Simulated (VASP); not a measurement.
Here is a VASP 6.6.1 calculation.

File INCAR:

```
SYSTEM = ZrTi3C4
ALGO = Normal ; EDIFF = 1E-6
EDIFFG = -0.04 ; ENCUT = 600
GGA = PE ; IBRION = 2
ISIF = 3 ; ISMEAR = 0
LASPH = .True. ; LCHARG = .False.
LREAL = .False. ; LWAVE = .False.
NELM = 80 ; NSW = 90
PREC = Accurate ; SIGMA = 0.1
```

File KPOINTS:

```
k-points
0
Gamma
  4 4 4
  0 0 0
```

The input POSCAR:

```
ZrTi3C4
1.0
    4.8054145400      0.0000000000      0.0000000000
    0.0000000000      4.8054145400      0.0000000000
    0.0000000000      0.0000000000      4.8054145400
Zr Ti C
1 3 4
Direct
    0.0000000000      0.0000000000      0.0000000000
    0.5000000000      0.0000000000      0.5000000000
    0.5000000000      0.5000000000      0.0000000000
    0.0000000000      0.5000000000      0.5000000000
    0.0000000000      0.5000000000      0.0000000000
    0.5000000000      0.5000000000      0.5000000000
    0.0000000000      0.0000000000      0.5000000000
    0.5000000000      0.0000000000      0.0000000000
```

Potentials or basis: VASP PAW PBE potentials, release 64 (Zr_sv, Ti_sv, C).

Run with:

```sh
$ cat potpaw_PBE.64/Zr_sv/POTCAR potpaw_PBE.64/Ti_sv/POTCAR potpaw_PBE.64/C/POTCAR > POTCAR
$ mpirun -np 1 vasp_std > vasp.out
```

Question: Estimate the band gap on the k mesh.

Answer: Zero (bands 32 and 33 overlap by 0.62 eV).

Question: What does it give for the relaxed cell?

Answer: a = 4.440 Å, b = 4.440 Å, c = 4.440 Å, α = 90.00°, β = 90.00°, γ = 90.00°.

Question: Predict the space group after relaxing (to 0.1 Å).

Answer: Pm-3m (No. 221).

Final structure:
```xyz
8
Lattice="4.4404 0.0000 0.0000 0.0000 4.4404 0.0000 0.0000 0.0000 4.4404" Properties=species:S:1:pos:R:3 pbc="T T T"
Zr    0.0000    0.0000    0.0000
Ti    2.2202    0.0000    2.2202
Ti    2.2202    2.2202    0.0000
Ti    0.0000    2.2202    2.2202
C     0.0000    2.2202    0.0000
C     2.2202    2.2202    2.2202
C     0.0000    0.0000    2.2202
C     2.2202    0.0000    0.0000
```
